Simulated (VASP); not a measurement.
A run of VASP 6.6.1:

File POSCAR:

```
Yb
1.0
   -2.1224053409      2.1224053409      2.1224053409
    2.1224053409     -2.1224053409      2.1224053409
    2.1224053409      2.1224053409     -2.1224053409
Yb
1
Direct
    0.0000000000      0.0000000000      0.0000000000
```

Contents of INCAR.step1:

```
PREC = Accurate
ENCUT = 520
ISMEAR = -1
SIGMA = 0.05
LREAL = False
LASPH = True
NELM = 150
ISPIN = 2
MAGMOM = 1
LMAXMIX = 6
NBANDS = 22
GGA = PE
ALGO = Normal
EDIFF = 1E-4
LWAVE = True
LCHARG = False
```

Contents of INCAR.step2:

```
PREC = Accurate
ENCUT = 520
EDIFF = 1E-6
ISMEAR = -1
SIGMA = 0.05
LREAL = False
LASPH = True
NELM = 150
ALGO = Normal
ISIF = 2
LWAVE = False
LCHARG = True
ISPIN = 2
MAGMOM = 1
LORBIT = 11
LMAXMIX = 6
METAGGA = R2SCAN
LMIXTAU = True
LELF = True
LVHAR = True
NBANDS = 22
ISTART = 1
```

The input KPOINTS:

```
regular mesh
0
Gamma
  9 9 9
```

Potentials or basis: VASP PAW PBE potentials, release 64 (Yb).

Launch:

```console
$ cat potpaw_PBE.64/Yb/POTCAR > POTCAR
$ cp INCAR.step1 INCAR
$ mpirun -np 1 vasp_std > vasp.out
$ cp INCAR.step2 INCAR
$ mpirun -np 1 vasp_std > vasp.out
```

Hardware: 1 thread of Oxide Virtual Turin-like Processor (shared host).

Task: Estimate the wall time of this run.

Result: Wall time 23 min on 1 thread of Oxide Virtual Turin-like Processor, on a shared host, peak memory 0.2 GiB. Counts: k points 35.
